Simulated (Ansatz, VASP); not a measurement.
## One calculation of EuZn3, two programs

```
Eu Zn
1.0
     4.27192    0.00000    0.00000
     0.00000    4.27192    0.00000
     0.00000    0.00000    4.27192
Eu Zn
1 3
Cartesian
  0.0000 0.0000 0.0000
  0.0000 2.1360 2.1360
  2.1360 2.1360 0.0000
  2.1360 0.0000 2.1360
```

Alike in both runs: task single point; functional PBEsol; k mesh 8 × 8 × 8; occupations gaussian, width 0.05 eV; collinear spin.

```csv
,VASP,Ansatz
version,VASP 6.6.1,Ansatz 0.2.0
potentials or method,"VASP PAW PBE potentials, release 64 (Eu, Zn), cutoff 520 eV","scalar-relativistic, plane waves, PAW"
valence electrons in the cell,53,53
```

Ansatz gave:

```
gap on the k mesh at the Fermi level (eV)                     : none
pressure (GPa)                                                : 1.1
net moment per atom (μB)                                      : 1.88
size of the moment on the site where the two differ most (μB) : 6.73
```

Which values does VASP return?

gap on the k mesh at the Fermi level (eV): none; pressure (GPa): 1.2; net moment per atom (μB): 1.88; size of the moment on the site where the two differ most (μB): 6.58.

VASP's potentials were made for PBE, not for PBEsol. Site moments also hang on the region over which each program counts them. A gap of «none» marks a metal or a gap that the smearing closes. Ansatz's warnings: given moment on shells.

Spin-orbit coupling is off throughout.
